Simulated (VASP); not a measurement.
# YAs4 (Im-3m) in VASP: single point with PBE

Aim: the single point of YAs4 with PBE.

All numbers are computed with VASP 6.6.1; they aren't measurements. Logs are shortened: lines on timing, memory, paths and dates and some standing lists are left out, and cuts for length are marked.

### 1 The cell of the first run

It takes space group Im-3m (No. 229, cubic). Conventional cell: a = 6.411 Å, b = 6.411 Å, c = 6.411 Å, α = 90.00°, β = 90.00°, γ = 90.00°. Y (site symmetry m-3m) has 8 As at 2.78 Å within 3.7 Å. As (site symmetry -3m) has 2 Y at 2.78 Å and 6 As at 3.21 Å within 3.7 Å.

### 2 Single point, PBE

POSCAR reads:

```
YAs4
1.0
   -3.2052936702      3.2052936702      3.2052936702
    3.2052936702     -3.2052936702      3.2052936702
    3.2052936702      3.2052936702     -3.2052936702
Y As
1 4
Direct
    0.0000000000      0.0000000000      0.0000000000
    0.5000000000      0.5000000000      0.5000000000
    0.0000000000      0.0000000000      0.5000000000
    0.0000000000      0.5000000000      0.0000000000
    0.5000000000      0.0000000000      0.0000000000
```

INCAR.step1 reads:

```
SYSTEM = YAs4
ALGO = Normal
EDIFF = 1E-6
ENCUT = 520
GGA = PE
ISIF = 2
ISMEAR = 0
LASPH = .TRUE.
LCHARG = .TRUE.
LMAXMIX = 4
LREAL = .FALSE.
LWAVE = .FALSE.
NBANDS = 24
NELM = 100
PREC = Accurate
SIGMA = 0.1
```

KPOINTS.step1 reads:

```
k-points
0
G
  8 8 8
  0 0 0
```

INCAR.step2 reads:

```
SYSTEM = YAs4
ALGO = Normal
EDIFF = 1E-6
ENCUT = 520
GGA = PE
ICHARG = 11
ISIF = 2
ISMEAR = -5
LASPH = .TRUE.
LCHARG = .FALSE.
LMAXMIX = 4
LORBIT = 11
LREAL = .FALSE.
LWAVE = .FALSE.
NEDOS = 2001
NELM = 100
PREC = Accurate
SIGMA = 0.1
```

KPOINTS.step2 reads:

```
k-points
0
G
  12 12 12
  0 0 0
```

Potentials or basis: VASP PAW PBE potentials, release 64 (Y_sv, As).

Started as:

```
$ cat potpaw_PBE.64/Y_sv/POTCAR potpaw_PBE.64/As/POTCAR > POTCAR
$ cp INCAR.step1 INCAR
$ cp KPOINTS.step1 KPOINTS
$ mpirun -np 1 vasp_std > vasp.out
$ cp INCAR.step2 INCAR
$ cp KPOINTS.step2 KPOINTS
$ mpirun -np 1 vasp_std > vasp.out
```

OUTCAR:

```text
SYSTEM = YAs4
   EDIFF = 1E-6
   ENCUT = 520
   GGA = PE
   ICHARG = 11
   ISIF = 2
   ISMEAR = -5
   LASPH = .TRUE.
   LORBIT = 11
   LREAL = .FALSE.
   NELM = 100
   PREC = Accurate

 ion  position               nearest neighbor table
   1  0.000  0.000  0.000-   2 2.78   3 2.78   4 2.78   5 2.78   3 2.78   4 2.78   5 2.78   2 2.78

   2  0.500  0.500  0.500-   1 2.78   1 2.78
   3  0.000  0.000  0.500-   1 2.78   1 2.78
   4  0.000  0.500  0.000-   1 2.78   1 2.78
   5  0.500  0.000  0.000-   1 2.78   1 2.78

  LATTYP: Found a body centered cubic cell.
 ALAT       =     6.4105873404

  Lattice vectors:

 A1 = (  -3.2052936702,   3.2052936702,   3.2052936702)
 A2 = (   3.2052936702,  -3.2052936702,   3.2052936702)
 A3 = (   3.2052936702,   3.2052936702,  -3.2052936702)

Analysis of symmetry for initial positions (statically):
=====================================================================
 Subroutine PRICEL returns:
 Original cell was already a primitive cell.

 Routine SETGRP: Setting up the symmetry group for a
 body centered cubic supercell.

 Subroutine GETGRP returns: Found 48 space group operations
 (whereof 48 operations were pure point group operations)
 out of a pool of 48 trial point group operations.

The static configuration has the point symmetry O_h .

Analysis of symmetry for dynamics (positions and initial velocities):
=====================================================================
 Subroutine PRICEL returns:
 Original cell was already a primitive cell.

 Routine SETGRP: Setting up the symmetry group for a
 body centered cubic supercell.

 Subroutine GETGRP returns: Found 48 space group operations
 (whereof 48 operations were pure point group operations)
 out of a pool of 48 trial point group operations.

The dynamic configuration has the point symmetry O_h .

 Subroutine INISYM returns: Found 48 space group operations
 (whereof 48 operations are pure point group operations),
 and found     1 'primitive' translations

----------------------------------------------------------------------------------------

                                     Primitive cell

  volume of cell :     131.7236

  direct lattice vectors                    reciprocal lattice vectors
    -3.205293670  3.205293670  3.205293670     0.000000000  0.155991947  0.155991947
     3.205293670 -3.205293670  3.205293670     0.155991947  0.000000000  0.155991947
     3.205293670  3.205293670 -3.205293670     0.155991947  0.155991947  0.000000000

  length of vectors
     5.551731490  5.551731490  5.551731490     0.220605927  0.220605927  0.220605927

  position of ions in fractional coordinates (direct lattice)
     0.000000000  0.000000000  0.000000000
     0.500000000  0.500000000  0.500000000
     0.000000000  0.000000000  0.500000000
     0.000000000  0.500000000  0.000000000
     0.500000000  0.000000000  0.000000000

  ion indices of the primitive-cell ions
   primitive index   ion index
                 1           1
                 2           2
                 3           3
                 4           4
                 5           5

----------------------------------------------------------------------------------------

 KPOINTS: k-points

Automatic generation of k-mesh.
 Grid dimensions read from file:
 generate k-points for:   12   12   12

 Generating k-lattice:

  Cartesian coordinates                     Fractional coordinates (reciprocal lattice)
     0.000000000  0.012999329  0.012999329     0.083333333  0.000000000  0.000000000
     0.012999329  0.000000000  0.012999329     0.000000000  0.083333333  0.000000000
     0.012999329  0.012999329  0.000000000     0.000000000  0.000000000  0.083333333

  Length of vectors
     0.018383827  0.018383827  0.018383827

  Shift w.r.t. Gamma in fractional coordinates (k-lattice)
     0.000000000  0.000000000  0.000000000

 TETIRR: Found   1910 inequivalent tetrahedra from    10368

 Subroutine IBZKPT returns following result:
 ===========================================

 Found     72 irreducible k-points:

 Following reciprocal coordinates:
            Coordinates               Weight
  0.000000  0.000000  0.000000      1.000000
  0.083333  0.000000  0.000000     12.000000
  0.166667  0.000000  0.000000     12.000000
  0.250000  0.000000  0.000000     12.000000
  0.333333  0.000000  0.000000     12.000000
  0.416667  0.000000  0.000000     12.000000
[... 16 lines left out ...]
  0.333333  0.083333  0.083333     24.000000
  0.416667  0.083333  0.083333     12.000000
 [... further k-points ...]
   k-points           NKPTS =     72   k-points in BZ     NKDIM =     72   number of bands    NBANDS=     19
   number of dos      NEDOS =   2001   number of ions     NIONS =      5
   total plane-waves  NPLWV =  74088
   dimension x,y,z NGX =    42 NGY =   42 NGZ =   42
   dimension x,y,z NGXF=    84 NGYF=   84 NGZF=   84
   ions per type =               1   4
   NGX,Y,Z   is equivalent  to a cutoff of  12.58, 12.58, 12.58 a.u.
   NGXF,Y,Z  is equivalent  to a cutoff of  25.15, 25.15, 25.15 a.u.
 SYSTEM =  YAs4
   PREC   = accura    normal or accurate (medium, high low for compatibility)
   ISTART =      0    job   : 0-new  1-cont  2-samecut
   ICHARG =     11    charge: 1-file 2-atom 10-const
   ISPIN  =      1    spin polarized calculation?
   LNONCOLLINEAR =      F non collinear calculations
   LSORBIT =      F    spin-orbit coupling
   LASPH  =      T    aspherical Exc in radial PAW
   ENCUT  =  520.0 eV  38.22 Ry    6.18 a.u.  10.32 10.32 10.32*2*pi/ulx,y,z
   NELM   =    100;   NELMIN=  2; NELMDL=  0     # of ELM steps
   EDIFF  = 0.1E-05   stopping-criterion for ELM
   LREAL  =      F    real-space projection
[... 7 lines left out ...]
   TEBEG  =    0.0;   TEEND  =   0.0 temperature during run
   PSTRESS=    0.0 pullay stress
   NELECT =      31.0000    total number of electrons
   NUPDOWN=      -1.0000    fix difference up-down
   EMIN   =  10.00;   EMAX   =-10.00  energy-range for DOS
   EFERMI =   0.00;   METHOD = LEGACY
   ISMEAR =    -5;   SIGMA  =   0.10  broadening in eV -4-tet -1-fermi 0-gaus
   EFERMI_NEDOS =   21; number of points for ismear=-14 and -15
   IALGO  =     38    algorithm
   IMIX   =      4    mixing-type and parameters
     AMIX     =   0.40;   BMIX     =  1.00
     AMIX_MAG =   1.60;   BMIX_MAG =  1.00
  volume/ion in A,a.u.               =      26.34       177.78
  Fermi-wavevector in a.u.,A,eV,Ry     =   1.010743  1.910028 13.899742  1.021602
  Thomas-Fermi vector in A             =   2.143751
   LORBIT       =     11    0 simple, 1 ext, 2 COOP (PROOUT), +10 PAW based schemes
   GGA     = PE    functional components
   LHFCALC =     F    Hartree Fock is set to
   AEXX    =    0.0000 exact exchange contribution
   IVDW    =     0    specifies the selected vdW correction
   LEPSILON=     F    determine dielectric tensor
   LRPA    =     F    only Hartree local field effects (RPA)
 non-spin polarized calculation
 Fermi weights with tetrahedron method with Bloechl corrections
  energy-cutoff  :      520.00
  volume of cell :      131.72
 maximum number of plane-waves:      3565
 NGX is ok and might be reduce to    42

 number of electron      31.0000003 magnetization

 Free energy of the ion-electron system (eV)
  ---------------------------------------------------
  ext. energy  EPLUGINS =         0.00000000
  ---------------------------------------------------
  free energy    TOTEN  =       -25.12089874 eV

  energy without entropy =      -25.12089874  energy(sigma->0) =      -25.12089874

 E-fermi :   3.0818     XC(G=0):  -9.2711

 val. band max:        3.2085904462   @ k =   0.2500   0.0000   0.0000
 cond. band min:       3.0139277720   @ k =   0.2500   0.2500   0.1667
 fundamental gap:     -0.1946626742
 Fermi energy:         3.0817586801

 k-point     1 :       0.0000    0.0000    0.0000
  band No.  band energies     occupation
      1     -38.6388      2.00000
      2     -18.8341      2.00000
      3     -18.8341      2.00000
      4     -18.8341      2.00000
      5      -9.0155      2.00000
      6      -6.4568      2.00000
[... 11 lines left out ...]
     18       4.9686      0.00000
     19       4.9686      0.00000

 k-point     2 :       0.0833    0.0000    0.0000
  band No.  band energies     occupation
      1     -38.6388      2.00000
      2     -18.8357      2.00000
      3     -18.8348      2.00000
      4     -18.8340      2.00000
      5      -8.9730      2.00000
      6      -6.4959      2.00000
[... 11 lines left out ...]
     18       4.9272      0.00000
     19       5.0410      0.00000

 k-point     3 :       0.1667    0.0000    0.0000
  band No.  band energies     occupation
      1     -38.6388      2.00000
      2     -18.8400      2.00000
      3     -18.8366      2.00000
      4     -18.8338      2.00000
      5      -8.8482      2.00000
      6      -6.6120      2.00000
[... 11 lines left out ...]
     18       5.0037      0.00000
     19       5.2162      0.00000

 k-point     4 :       0.2500    0.0000    0.0000
  band No.  band energies     occupation
      1     -38.6388      2.00000
      2     -18.8460      2.00000
      3     -18.8391      2.00000
      4     -18.8334      2.00000
      5      -8.6497      2.00000
      6      -6.8006      2.00000
[... 11 lines left out ...]
     18       5.2017      0.00000
     19       5.4977      0.00000

 k-point     5 :       0.3333    0.0000    0.0000
  band No.  band energies     occupation
      1     -38.6389      2.00000
      2     -18.8518      2.00000
      3     -18.8416      2.00000
      4     -18.8331      2.00000
      5      -8.3931      2.00000
      6      -7.0497      2.00000
[... 11 lines left out ...]
     18       4.9318      0.00000
     19       5.2892      0.00000

 k-point     6 :       0.4167    0.0000    0.0000
  band No.  band energies     occupation
      1     -38.6389      2.00000
      2     -18.8561      2.00000
      3     -18.8434      2.00000
      4     -18.8328      2.00000
      5      -8.1074      2.00000
      6      -7.3312      2.00000
[... 11 lines left out ...]
     18       4.0937      0.00000
     19       5.4224      0.00000

 k-point     7 :       0.5000    0.0000    0.0000
  band No.  band energies     occupation
      1     -38.6389      2.00000
      2     -18.8577      2.00000
      3     -18.8441      2.00000
      4     -18.8327      2.00000
      5      -7.9176      2.00000
      6      -7.5198      2.00000
[... 11 lines left out ...]
     18       3.3249      0.00000
     19       5.5596      0.00000

 k-point     8 :       0.0833    0.0833    0.0000
  band No.  band energies     occupation
      1     -38.6388      2.00000
      2     -18.8388      2.00000
      3     -18.8354      2.00000
      4     -18.8343      2.00000
      5      -8.8893      2.00000
      6      -6.5461      2.00000
[... 256 lines left out ...]
 k-point    20 :       0.0833    0.0833    0.0833
  band No.  band energies     occupation
      1     -38.6388      2.00000
      2     -18.8433      2.00000
      3     -18.8352      2.00000
      4     -18.8352      2.00000
      5      -8.7676      2.00000
      6      -6.5855      2.00000
[... 11 lines left out ...]
     18       4.6784      0.00000
     19       5.4686      0.00000

 k-point    21 :       0.1667    0.0833    0.0833
  band No.  band energies     occupation
      1     -38.6389      2.00000
      2     -18.8482      2.00000
      3     -18.8376      2.00000
      4     -18.8349      2.00000
      5      -8.5731      2.00000
      6      -6.7517      2.00000
[... 11 lines left out ...]
     18       4.3579      0.00000
     19       5.6305      0.00000

 k-point    22 :       0.2500    0.0833    0.0833
  band No.  band energies     occupation
      1     -38.6389      2.00000
      2     -18.8523      2.00000
      3     -18.8407      2.00000
      4     -18.8346      2.00000
      5      -8.3197      2.00000
      6      -6.9954      2.00000
[... 11 lines left out ...]
     18       4.4211      0.00000
     19       4.8158      0.00000

 k-point    23 :       0.3333    0.0833    0.0833
  band No.  band energies     occupation
      1     -38.6389      2.00000
      2     -18.8550      2.00000
      3     -18.8433      2.00000
      4     -18.8344      2.00000
      5      -8.0339      2.00000
      6      -7.2786      2.00000
[... 11 lines left out ...]
     18       3.9586     -0.00430
     19       4.6196      0.00000

 k-point    24 :       0.4167    0.0833    0.0833
  band No.  band energies     occupation
      1     -38.6389      2.00000
      2     -18.8560      2.00000
      3     -18.8443      2.00000
      4     -18.8344      2.00000
      5      -7.8369      2.00000
      6      -7.4753      2.00000
[... 11 lines left out ...]
     18       3.1839      0.01718
     19       4.8814      0.00000

 [... further k-points ...]
[... 5 lines left out ...]
  --------------------------------------------------------------------------------------
  -------------------------------------------------------------------------------------
  Total       -0.0606465     -0.0606465     -0.0606465      0.0000000      0.0000000     -0.0000000
  in kB       -0.7376540     -0.7376540     -0.7376540      0.0000000      0.0000000     -0.0000000
  external PRESSURE =      -0.7376540 kB  Pullay stress =       0.0000000 kB

 VOLUME and BASIS-vectors are now :
 -----------------------------------------------------------------------------
  energy-cutoff  :      520.00
  volume of cell :      131.72
      direct lattice vectors                 reciprocal lattice vectors
    -3.205293670  3.205293670  3.205293670     0.000000000  0.155991947  0.155991947
     3.205293670 -3.205293670  3.205293670     0.155991947  0.000000000  0.155991947
     3.205293670  3.205293670 -3.205293670     0.155991947  0.155991947  0.000000000

 POSITION                                       TOTAL-FORCE (eV/Angst)
 -----------------------------------------------------------------------------------
      0.00000      0.00000      0.00000        -0.000000      0.000000      0.000000
      1.60265      1.60265      1.60265        -0.000000      0.000000     -0.000000
      1.60265      1.60265     -1.60265        -0.000000      0.000000     -0.000000
      1.60265     -1.60265      1.60265         0.000000      0.000000      0.000000
     -1.60265      1.60265      1.60265         0.000000     -0.000000      0.000000
 -----------------------------------------------------------------------------------
    total drift:                               -0.000000     -0.000000      0.000000

  FREE ENERGIE OF THE ION-ELECTRON SYSTEM (eV)
  ---------------------------------------------------
  free  energy   TOTEN  =       -25.1208987422 eV

  energy  without entropy=      -25.1208987422  energy(sigma->0) =      -25.12089874

 total charge

# of ion       s       p       d       f       tot
--------------------------------------------------
    1        2.211   6.516   1.258   0.074  10.059
    2        1.302   1.317   0.021   0.000   2.640
    3        1.302   1.317   0.021   0.000   2.640
    4        1.302   1.317   0.021   0.000   2.640
    5        1.302   1.317   0.021   0.000   2.640
--------------------------------------------------
tot          7.419  11.785   1.342   0.074  20.621
```

Run time: 1.7 min. Hardware: 1 thread of AMD EPYC 9R45 (Zen 5), shared host; peak memory 0.35 GiB.

What came out:

```
Valence electrons inside the program's atomic spheres : Y 10.06; As 2.64
```

Caveat: the highest band is partly filled, so the run has too few bands.
